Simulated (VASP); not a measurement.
# Zr2Pd2Se (P6/mmm) in VASP: a series of runs

The runs below take Zr2Pd2Se through relaxation of cell and atoms, single point, with PBE.

Everything below comes from runs of VASP 6.6.1. Logs are shortened: lines on timing, memory, paths and dates and some standing lists are left out, and cuts for length are marked.

### Step 1. The cell of the first run

It takes space group P6/mmm (No. 191, hexagonal). The conventional cell has a = 4.922 Å, b = 4.922 Å, c = 4.247 Å, α = 90.00°, β = 90.00°, γ = 120.00°. Zr (site symmetry -6m2) has 2 Pd at 2.12 Å within 2.8 Å. Pd (site symmetry -6m2) has 2 Zr at 2.12 Å within 2.8 Å. Within 3.7 Å of Se (site symmetry 6/mmm) lie 6 Zr at 2.84 Å and 12 Pd at 3.55 Å.

### Step 2. Relaxation of cell and atoms, PBE

File INCAR:

```
  PREC = Accurate
  ENCUT = 600
  EDIFF = 1E-7
  ISMEAR = 0
  SIGMA = 0.1
  LREAL = False
  LASPH = True
  NELM = 60
  ALGO = Normal
  ISIF = 3
  LWAVE = False
  LCHARG = False
  GGA = PE
  IBRION = 2
  NSW = 90
  EDIFFG = -0.04
```

File KPOINTS:

```
regular mesh
0
Gamma
  6 6 4
```

File POSCAR:

```
Zr2Pd2Se
1.0
    4.9223944900      0.0000000000      0.0000000000
   -2.4611972400      4.2629186700      0.0000000000
    0.0000000000      0.0000000000      4.2467624300
Zr Pd Se
2 2 1
Direct
    0.3333333300      0.6666666700      0.5000000000
    0.6666666700      0.3333333300      0.5000000000
    0.3333333300      0.6666666700      0.0000000000
    0.6666666700      0.3333333300      0.0000000000
    0.0000000000      0.0000000000      0.5000000000
```

Potentials or basis: VASP PAW PBE potentials, release 64 (Zr_sv, Pd, Se).

Launch:

```console
> cat potpaw_PBE.64/Zr_sv/POTCAR potpaw_PBE.64/Pd/POTCAR potpaw_PBE.64/Se/POTCAR > POTCAR
> mpirun -np 1 vasp_std > vasp.out
```

OUTCAR:

```text
PREC = Accurate
   ENCUT = 600
   EDIFF = 1E-7
   ISMEAR = 0
   LREAL = False
   LASPH = True
   NELM = 60
   ISIF = 3
   GGA = PE
   IBRION = 2
   NSW = 90
   EDIFFG = -0.04

 ion  position               nearest neighbor table
   1  0.333  0.667  0.500-   3 2.12   3 2.12   2 2.84   5 2.84   2 2.84   5 2.84   5 2.84   2 2.84
                             4 3.55   4 3.55   4 3.55   4 3.55   4 3.55   4 3.55
   2  0.667  0.333  0.500-   4 2.12   4 2.12   1 2.84   5 2.84   1 2.84   5 2.84   5 2.84   1 2.84
                             3 3.55   3 3.55   3 3.55   3 3.55   3 3.55   3 3.55
   3  0.333  0.667  0.000-   1 2.12   1 2.12   4 2.84   4 2.84   4 2.84   2 3.55   2 3.55   2 3.55
                             2 3.55   2 3.55   2 3.55
   4  0.667  0.333  0.000-   2 2.12   2 2.12   3 2.84   3 2.84   3 2.84   1 3.55   1 3.55   1 3.55
                             1 3.55   1 3.55   1 3.55
   5  0.000  0.000  0.500-   1 2.84   2 2.84   1 2.84   2 2.84   2 2.84   1 2.84

  LATTYP: Found a hexagonal cell.
 ALAT       =     4.9223944900
 C/A-ratio  =     0.8627432114

  Lattice vectors:

 A1 = (   4.9223944900,   0.0000000000,   0.0000000000)
 A2 = (  -2.4611972400,   4.2629186700,   0.0000000000)
 A3 = (   0.0000000000,   0.0000000000,   4.2467624300)

Analysis of symmetry for initial positions (statically):
=====================================================================
 Subroutine PRICEL returns:
 Original cell was already a primitive cell.

 Routine SETGRP: Setting up the symmetry group for a
 hexagonal supercell.

 Subroutine GETGRP returns: Found 24 space group operations
 (whereof 24 operations were pure point group operations)
 out of a pool of 24 trial point group operations.

The static configuration has the point symmetry D_6h.

Analysis of symmetry for dynamics (positions and initial velocities):
=====================================================================
 Subroutine PRICEL returns:
 Original cell was already a primitive cell.

 Routine SETGRP: Setting up the symmetry group for a
 hexagonal supercell.

 Subroutine GETGRP returns: Found 24 space group operations
 (whereof 24 operations were pure point group operations)
 out of a pool of 24 trial point group operations.

The dynamic configuration has the point symmetry D_6h.

 Subroutine INISYM returns: Found 24 space group operations
 (whereof 24 operations are pure point group operations),
 and found     1 'primitive' translations

----------------------------------------------------------------------------------------

                                     Primitive cell

  volume of cell :      89.1131

  direct lattice vectors                    reciprocal lattice vectors
     4.922394490  0.000000000  0.000000000     0.203153161  0.117290532  0.000000000
    -2.461197240  4.262918670  0.000000000     0.000000000  0.234581065  0.000000000
     0.000000000  0.000000000  4.246762430     0.000000000  0.000000000  0.235473497

  length of vectors
     4.922394490  4.922394482  4.246762430     0.234581064  0.234581065  0.235473497

  position of ions in fractional coordinates (direct lattice)
     0.333333330  0.666666670  0.500000000
     0.666666670  0.333333330  0.500000000
     0.333333330  0.666666670  0.000000000
     0.666666670  0.333333330  0.000000000
     0.000000000  0.000000000  0.500000000

  ion indices of the primitive-cell ions
   primitive index   ion index
                 1           1
                 2           2
                 3           3
                 4           4
                 5           5

----------------------------------------------------------------------------------------

 KPOINTS: regular mesh

Automatic generation of k-mesh.
 Grid dimensions read from file:
 generate k-points for:    6    6    4

 Generating k-lattice:

  Cartesian coordinates                     Fractional coordinates (reciprocal lattice)
     0.033858860  0.019548422  0.000000000     0.166666667  0.000000000  0.000000000
     0.000000000  0.039096844  0.000000000     0.000000000  0.166666667  0.000000000
     0.000000000  0.000000000  0.058868374     0.000000000  0.000000000  0.250000000

  Length of vectors
     0.039096844  0.039096844  0.058868374

  Shift w.r.t. Gamma in fractional coordinates (k-lattice)
     0.000000000  0.000000000  0.000000000

 Subroutine IBZKPT returns following result:
 ===========================================

 Found     21 irreducible k-points:

 Following reciprocal coordinates:
            Coordinates               Weight
  0.000000  0.000000  0.000000      1.000000
  0.166667  0.000000  0.000000      6.000000
  0.333333  0.000000  0.000000      6.000000
  0.500000  0.000000  0.000000      3.000000
  0.166667  0.166667  0.000000      6.000000
  0.333333  0.166667  0.000000     12.000000
[... 13 lines left out ...]
  0.333333  0.166667  0.500000     12.000000
  0.333333  0.333333  0.500000      2.000000
   k-points           NKPTS =     21   k-points in BZ     NKDIM =     21   number of bands    NBANDS=     30
   number of dos      NEDOS =    301   number of ions     NIONS =      5
   total plane-waves  NPLWV =  57600
   dimension x,y,z NGX =    40 NGY =   40 NGZ =   36
   dimension x,y,z NGXF=    80 NGYF=   80 NGZF=   72
   ions per type =               2   2   1
   NGX,Y,Z   is equivalent  to a cutoff of  13.51, 13.51, 14.09 a.u.
   NGXF,Y,Z  is equivalent  to a cutoff of  27.02, 27.02, 28.19 a.u.
 SYSTEM =  unknown system
   PREC   = accura    normal or accurate (medium, high low for compatibility)
   ISTART =      0    job   : 0-new  1-cont  2-samecut
   ICHARG =      2    charge: 1-file 2-atom 10-const
   ISPIN  =      1    spin polarized calculation?
   LNONCOLLINEAR =      F non collinear calculations
   LSORBIT =      F    spin-orbit coupling
   LASPH  =      T    aspherical Exc in radial PAW
   ENCUT  =  600.0 eV  44.10 Ry    6.64 a.u.   9.83  9.83  8.48*2*pi/ulx,y,z
   NELM   =     60;   NELMIN=  2; NELMDL= -5     # of ELM steps
   EDIFF  = 0.1E-06   stopping-criterion for ELM
   LREAL  =      F    real-space projection
   EDIFFG = -.4E-01   stopping-criterion for IOM
   NSW    =     90    number of steps for IOM
   IBRION =      2    ionic relax: 0-MD 1-quasi-New 2-CG
   NFREE  =      1    steps in history (QN), initial steepest desc. (CG)
   ISIF   =      3    stress and relaxation
   ISYM   =      2    0-nonsym 1-usesym 2-fastsym
   POTIM  = 0.5000    time-step for ionic-motion
   TEBEG  =    0.0;   TEEND  =   0.0 temperature during run
   PSTRESS=    0.0 pullay stress
   NELECT =      50.0000    total number of electrons
   NUPDOWN=      -1.0000    fix difference up-down
   EMIN   =  10.00;   EMAX   =-10.00  energy-range for DOS
   EFERMI =   0.00;   METHOD = LEGACY
   ISMEAR =     0;   SIGMA  =   0.10  broadening in eV -4-tet -1-fermi 0-gaus
   EFERMI_NEDOS =   21; number of points for ismear=-14 and -15
   IALGO  =     38    algorithm
   IMIX   =      4    mixing-type and parameters
     AMIX     =   0.40;   BMIX     =  1.00
     AMIX_MAG =   1.60;   BMIX_MAG =  1.00
  volume/ion in A,a.u.               =      17.82       120.27
  Fermi-wavevector in a.u.,A,eV,Ry     =   1.350261  2.551623 24.806203  1.823204
  Thomas-Fermi vector in A             =   2.477780
   LORBIT       =      0    0 simple, 1 ext, 2 COOP (PROOUT), +10 PAW based schemes
   GGA     = PE    functional components
   LHFCALC =     F    Hartree Fock is set to
   AEXX    =    0.0000 exact exchange contribution
   IVDW    =     0    specifies the selected vdW correction
   LEPSILON=     F    determine dielectric tensor
   LRPA    =     F    only Hartree local field effects (RPA)
 conjugate gradient relaxation of ions
 non-spin polarized calculation
 Gauss-broadening in eV      SIGMA  =   0.10
  energy-cutoff  :      600.00
  volume of cell :       89.11
 maximum number of plane-waves:      3000
 NGX is ok and might be reduce to    40
   NGX = 19   NGY = 19   NGZ = 17

--------------------------------------- Ionic step        1  -------------------------------------------

 number of electron      49.9999998 magnetization

 Free energy of the ion-electron system (eV)
  ---------------------------------------------------
  ext. energy  EPLUGINS =         0.00000000
  ---------------------------------------------------
  free energy    TOTEN  =       -25.29093415 eV

  energy without entropy =      -25.28091071  energy(sigma->0) =      -25.28592243

------------------------ aborting loop because EDIFF is reached ----------------------------------------

  FORCE on cell =-STRESS in cart. coord.  units (eV):
  Direction    XX          YY          ZZ          XY          YZ          ZX
  --------------------------------------------------------------------------------------
  -------------------------------------------------------------------------------------
  Total        5.2608277      5.2608277     68.6967822      0.0000000      0.0000000      0.0000000
  in kB       94.5852100     94.5852098   1235.1097430      0.0000001      0.0000000      0.0000000
  external PRESSURE =     474.7600543 kB  Pullay stress =       0.0000000 kB
[... 63 lines left out ...]
  energy  without entropy=      -26.4252254953  energy(sigma->0) =      -26.45643295

--------------------------------------- Ionic step        3  -------------------------------------------

 number of electron      50.0000020 magnetization

 E-fermi :   3.9952     XC(G=0):  -9.2120

 val. band max:        3.9814562142   @ k =   0.1667   0.1667   0.5000
 cond. band min:       3.9989357862   @ k =   0.1667   0.0000   0.5000
 fundamental gap:      0.0174795720
 Fermi energy:         3.9952140454

 k-point     1 :       0.0000    0.0000    0.0000
  band No.  band energies     occupation
      1     -45.4422      2.00000
      2     -45.2710      2.00000
      3     -23.6844      2.00000
      4     -23.6844      2.00000
      5     -23.5721      2.00000
      6     -23.4030      2.00000
[... 718 lines left out ...]
  energy  without entropy=      -27.7123140186  energy(sigma->0) =      -27.73701690

--------------------------------------- Ionic step        4  -------------------------------------------

 number of electron      50.0000011 magnetization

 E-fermi :   4.7198     XC(G=0):  -9.6134

 val. band max:        4.6816689310   @ k =   0.1667   0.0000   0.5000
 cond. band min:       4.7209736263   @ k =   0.5000   0.0000   0.5000
 fundamental gap:      0.0393046954
 Fermi energy:         4.7197515355

 k-point     1 :       0.0000    0.0000    0.0000
  band No.  band energies     occupation
      1     -44.6528      2.00000
      2     -44.4659      2.00000
      3     -22.9346      2.00000
      4     -22.9346      2.00000
      5     -22.7577      2.00000
      6     -22.5744      2.00000
[... 874 lines left out ...]
  energy  without entropy=      -30.5631321393  energy(sigma->0) =      -30.57418977

--------------------------------------- Ionic step        9  -------------------------------------------

 number of electron      49.9999996 magnetization

 Free energy of the ion-electron system (eV)
  ---------------------------------------------------
  ext. energy  EPLUGINS =         0.00000000
  ---------------------------------------------------
  free energy    TOTEN  =       -30.58550855 eV

  energy without entropy =      -30.56347335  energy(sigma->0) =      -30.57449095

 E-fermi :   6.9958     XC(G=0): -10.6886

 val. band max:        6.9924908842   @ k =   0.0000   0.0000   0.0000
 cond. band min:       7.0217532132   @ k =   0.1667   0.1667   0.0000
 fundamental gap:      0.0292623290
 Fermi energy:         6.9958408559

 k-point     1 :       0.0000    0.0000    0.0000
  band No.  band energies     occupation
      1     -42.1522      2.00000
      2     -41.9035      2.00000
      3     -20.5689      2.00000
      4     -20.5689      2.00000
      5     -20.2988      2.00000
      6     -20.0576      2.00000
[... 714 lines left out ...]
  FREE ENERGIE OF THE ION-ELECTRON SYSTEM (eV)
  ---------------------------------------------------
  free  energy   TOTEN  =       -30.5855085477 eV

  energy  without entropy=      -30.5634733454  energy(sigma->0) =      -30.57449095

 reached required accuracy - stopping structural energy minimisation
```

Run time: 5.5 min. Hardware: 1 thread of Intel Xeon 6975P-C (Granite Rapids), shared host; peak memory 0.28 GiB.

What came out:

```
Free energy                            : -30.5855 eV
Relaxed volume                         : 22.01 Å³/atom
Relaxed cell                           : a = 4.964 Å, b = 4.964 Å, c = 5.157 Å, α = 90.00°, β = 90.00°, γ = 120.00°
Space group after relaxing (to 0.05 Å) : P6/mmm (No. 191)
Energy gained by relaxing              : 1058.9 meV/atom
Ionic steps                            : 9
Pressure after relaxing                : 0.1 GPa
Band gap on the k mesh                 : zero (band 25 reaches 7.69 eV, above the bottom of band 26 at 6.24 eV)
```

Stress tensor (GPa, compression positive):
```
0.02 0.00 0.00
0.00 0.02 0.00
0.00 0.00 0.15
```

Step by step:
| step | energy change (eV) | largest force (eV/Å) | pressure (GPa) | volume (Å³) |
| --- | --- | --- | --- | --- |
| 1 | 0.0000 | 0.0000 | 47.48 | 89.11 |
| 2 | -1.1967 | 0.0000 | -10.42 | 163.60 |
| 3 | -2.4708 | 0.0000 | -10.39 | 148.77 |
| 4 | -3.5775 | 0.0000 | -9.87 | 136.93 |
| 5 | -5.2832 | 0.0000 | -1.53 | 112.32 |
| 6 | -5.2840 | 0.0000 | -0.43 | 110.97 |
| 7 | -5.2860 | 0.0000 | -0.97 | 111.61 |
| 8 | -5.2943 | 0.0000 | 0.24 | 109.79 |
| 9 | -5.2946 | 0.0000 | 0.06 | 110.06 |

Final structure:
```cif
data_structure
_symmetry_space_group_name_H-M 'P 1'
_symmetry_Int_Tables_number 1
_cell_length_a 4.9641
_cell_length_b 4.9641
_cell_length_c 5.1573
_cell_angle_alpha 90.000
_cell_angle_beta 90.000
_cell_angle_gamma 120.000
_cell_volume 110.06
loop_
_atom_site_label
_atom_site_type_symbol
_atom_site_fract_x
_atom_site_fract_y
_atom_site_fract_z
_atom_site_occupancy
Zr1 Zr 0.33333 0.66667 0.50000 1
Zr2 Zr 0.66667 0.33333 0.50000 1
Pd1 Pd 0.33333 0.66667 0.00000 1
Pd2 Pd 0.66667 0.33333 0.00000 1
Se1 Se 0.00000 0.00000 0.50000 1
```

Levels at points of the mesh, in eV from the Fermi level:
| k point | band 21 | band 22 | band 23 | band 24 | band 25 | band 26 | band 27 | band 28 | band 29 | band 30 |
| --- | --- | --- | --- | --- | --- | --- | --- | --- | --- | --- |
| (0.00, 0.00, 0.00) | -2.37 | -1.83 | -1.83 | 0.00 | 0.69 | 0.69 | 1.47 | 1.47 | 2.92 | 3.00 |
| (0.50, 0.00, 0.00) | -1.76 | -1.45 | -1.12 | -0.28 | -0.21 | 0.09 | 1.13 | 1.86 | 2.24 | 2.30 |
| (0.00, 0.00, 0.50) | -2.02 | -2.02 | -0.97 | -0.43 | -0.43 | -0.26 | -0.12 | 0.83 | 0.83 | 1.91 |
| (0.50, 0.00, 0.50) | -2.00 | -1.42 | -1.40 | -1.10 | -0.49 | 0.24 | 0.47 | 0.77 | 0.94 | 2.22 |

Caveat: the k points lie up to 0.30 Å⁻¹ apart in the final cell; the volume moved by over 15 % at a fixed basis, so the end points are rough.

### Step 3. Single point, PBE

This run uses another cell than the first one, of 21.88 Å³/atom, 1.228 times its volume.

File INCAR:

```
SYSTEM = Zr2Pd2Se
ALGO = Normal
EDIFF = 1E-7
ENCUT = 520
GGA = PE
ISIF = 2
ISMEAR = 0
LASPH = .TRUE.
LCHARG = .FALSE.
LREAL = .FALSE.
LWAVE = .FALSE.
NBANDS = 33
NELM = 100
PREC = Accurate
SIGMA = 0.1
```

File KPOINTS:

```
k-points
0
G
  12 12 8
  0 0 0
```

File POSCAR:

```
Zr2Pd2Se
1.0
    4.9589723236      0.0000000000      0.0000000000
   -2.4794861618      4.2945960089      0.0000000000
    0.0000000000      0.0000000000      5.1380198024
Zr Pd Se
2 2 1
Direct
    0.3333333333      0.6666666667      0.5000000000
    0.6666666667      0.3333333333      0.5000000000
    0.3333333333      0.6666666667      0.0000000000
    0.6666666667      0.3333333333      0.0000000000
    0.0000000000      0.0000000000      0.5000000000
```

Potentials or basis: VASP PAW PBE potentials, release 64 (Zr_sv, Pd, Se).

Launch:

```console
> cat potpaw_PBE.64/Zr_sv/POTCAR potpaw_PBE.64/Pd/POTCAR potpaw_PBE.64/Se/POTCAR > POTCAR
> mpirun -np 1 vasp_std > vasp.out
```

Wall time 3.4 min (1 thread of Intel Xeon 6975P-C (Granite Rapids), shared host); peak memory 0.47 GiB.

Results (log left out):

```yaml
Free_energy: -30.6138 eV
Pressure: 0.1 GPa
Band_gap_on_the_k_mesh: zero (band 25 reaches 7.77 eV, above the bottom of band 26 at 6.31 eV)
```

Stress tensor (GPa, compression positive):
```
-0.01  0.00  0.00
 0.00 -0.01  0.00
 0.00  0.00  0.28
```

Levels at points of the mesh, in eV from the Fermi level:
```
           k point  band 22  band 23  band 24  band 25  band 26  band 27  band 28  band 29
(0.00, 0.00, 0.00)    -1.84    -1.84     0.03     0.71     0.71     1.50     1.50     2.95
(0.50, 0.00, 0.00)    -1.44    -1.13    -0.28    -0.21     0.11     1.16     1.88     2.26
(0.00, 0.00, 0.50)    -2.05    -0.95    -0.43    -0.43    -0.24    -0.11     0.85     0.85
(0.50, 0.00, 0.50)    -1.43    -1.39    -1.12    -0.50     0.25     0.49     0.78     0.95
```
